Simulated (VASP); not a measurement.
The system is In.

```
In
1.0
     3.33548    0.00000    0.00000
    -1.66774    2.88861    0.00000
     0.00000    0.00000    5.50914
In
2
Direct
  0.33333 0.66667 0.25000
  0.66667 0.33333 0.75000
```

| Quantity | Value |
| --- | --- |
| Program | VASP 6.6.1 |
| Task | relaxation of cell and atoms |
| Functional | PBEsol |
| Potentials or basis | VASP PAW PBE potentials, release 64 (In_d) |
| Cutoff | 600 eV |
| k mesh | 12 × 12 × 8 |
| Occupations | gaussian, width 0.1 eV |
| Spin | no spin polarisation |

At the start: pressure -1.3 GPa; volume 26.54 Å³/atom.

Q: How do energy, volume and symmetry change on relaxing?

A: Over 10 steps the energy falls by 3.7 meV/atom and the volume is 25.71 Å³/atom (-3.1 %); space group P6_3/mmc (No. 194, to 0.05 Å).

Step by step:
| step | energy change (eV) | largest force (eV/Å) | pressure (GPa) | volume (Å³) |
| --- | --- | --- | --- | --- |
| 1 | 0.0000 | 0.0000 | -1.31 | 53.08 |
| 2 | -0.0073 | 0.0000 | 0.03 | 51.43 |
| 3 | -0.0073 | 0.0000 | 0.00 | 51.44 |
| 4 | -0.0074 | 0.0000 | 0.07 | 51.46 |
| 5 | -0.0074 | 0.0000 | -0.05 | 51.51 |
| 6 | -0.0074 | 0.0000 | -0.12 | 51.49 |
| 7 | -0.0074 | 0.0000 | -0.09 | 51.48 |
| 8 | -0.0074 | 0.0000 | 0.06 | 51.35 |
| 9 | -0.0074 | 0.0000 | 0.06 | 51.40 |
| 10 | -0.0074 | 0.0000 | 0.02 | 51.43 |

Final structure:
```xyz
2
Lattice="3.3109 0.0000 0.0000 -1.6554 2.8673 0.0000 0.0000 0.0000 5.4174" Properties=species:S:1:pos:R:3 pbc="T T T"
In    0.0000    1.9115    1.3544
In    1.6554    0.9558    4.0631
```

Caveat: the PAW data sets were made with another functional, which shifts forces and pressure a little.
